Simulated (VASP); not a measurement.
Crystal: LiWS3.

```
CELL_PARAMETERS angstrom
3.79731 0.00000 0.00000
-1.89866 3.28857 0.00000
0.00000 0.00000 4.89751
ATOMIC_POSITIONS crystal
Li 0.00000 0.00000 0.50000
W 0.00000 0.00000 0.00000
S 0.50000 0.00000 0.50000
S 0.00000 0.50000 0.50000
S 0.50000 0.50000 0.50000
```

The cell was generated, and may not be a known phase.

| Property | Result |
| --- | --- |
| Program | VASP 6.6.1 |
| Task | relaxation of cell and atoms |
| Functional | PBE |
| Potentials or basis | VASP PAW PBE potentials, release 64 (Li_sv, W_sv, S) |
| Cutoff | 600 eV |
| k mesh | 6 × 6 × 4 |
| Occupations | gaussian, width 0.1 eV |
| Spin | no spin polarisation |

At the start: pressure 86.7 GPa; volume 12.23 Å³/atom.

Problem. How do energy, volume and symmetry change on relaxing?

Solution. Over 11 steps the energy falls by 2176.1 meV/atom and the volume is 18.78 Å³/atom (+53.6 %); space group P6/mmm (No. 191, to 0.1 Å) before and after.

The path:
| step | energy change (eV) | largest force (eV/Å) | pressure (GPa) | volume (Å³) |
| --- | --- | --- | --- | --- |
| 1 | 0.0000 | 0.0000 | 86.73 | 61.16 |
| 2 | -9.1445 | 0.0000 | -9.63 | 133.79 |
| 3 | -10.5854 | 0.0000 | -0.20 | 100.05 |
| 4 | -10.6235 | 0.0000 | -3.08 | 105.40 |
| 5 | -10.6279 | 0.0000 | -2.47 | 104.12 |
| 6 | -10.7973 | 0.0000 | -2.03 | 100.10 |
| 7 | -10.8683 | 0.0000 | -1.37 | 96.72 |
| 8 | -10.8722 | 0.0000 | -1.06 | 95.58 |
| 9 | -10.8724 | 0.0000 | -1.12 | 95.80 |
| 10 | -10.8800 | 0.0000 | 0.28 | 93.47 |
| 11 | -10.8805 | 0.0000 | 0.01 | 93.91 |

Final structure:
```
Li W S
1.0
     4.93461    0.00000    0.00000
    -2.46730    4.27349    0.00000
     0.00000    0.00000    4.45336
Li W S
1 1 3
Direct
  0.00000 0.00000 0.50000
  0.00000 0.00000 0.00000
  0.50000 0.00000 0.50000
  0.00000 0.50000 0.50000
  0.50000 0.50000 0.50000
```

Caveat: the cutoff is under 1.25 times the usual one of these potentials, so pressure, stress and relaxed cells hold a basis-set (Pulay) error; the volume moved by over 15 % at a fixed basis, so the end points are rough; an odd number of electrons without spin polarisation forces a metal; a magnetic or distorted state may lie lower.
